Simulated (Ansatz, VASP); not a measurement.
# Cd3HgSe4: VASP beside Ansatz

```xyz
8
Lattice="6.2077 -0.0102 -0.0084 -0.0104 6.2183 0.0115 -0.0081 0.0110 6.2020" Properties=species:S:1:pos:R:3 pbc="T T T"
Cd    3.0906    0.0084   -0.0149
Cd   -0.0198   -0.0045    3.1091
Cd    0.0053    3.0993    0.0199
Hg    3.1043    3.1270    3.0998
Se    4.6611    1.5471    4.6561
Se    4.6582    4.6729    1.5224
Se    1.5418    1.5336    1.5552
Se    1.5260    4.6738    4.6681
```

Change from the starting cell: cell x1, atoms moved at random (sigma 0.15 Å) and cell strained at random (1.5 %), then relaxed without symmetry.

Alike in both runs: functional PBE; k mesh 4 × 4 × 4; occupations gaussian, width 0.2 eV; no spin polarisation.

Ansatz relaxed the structure, and its values are those at the end. VASP's run is a single point on that final structure, the one shown.

|  | VASP | Ansatz |
| --- | --- | --- |
| version | VASP 6.6.1 | Ansatz 0.2.0 |
| potentials or method | VASP PAW PBE potentials, release 64 (Cd, Hg, Se), cutoff 520 eV | scalar-relativistic, plane waves, PAW |
| valence electrons in the cell | 72 | 144 |

Ansatz gave:

```
pressure (GPa)                     : 0.1
rms of the force components (eV/Å) : 0.008
```

**Question.** Estimate VASP's values.

**Answer.** Pressure (GPa): 0.3; rms of the force components (eV/Å): 0.008.

With one functional, cell and mesh, what is left measures potentials, basis and numerics. VASP's potentials hold 72 valence electrons a cell and Ansatz's 144, so a difference there can come from the potentials and not from the codes.

Spin-orbit coupling is off throughout.
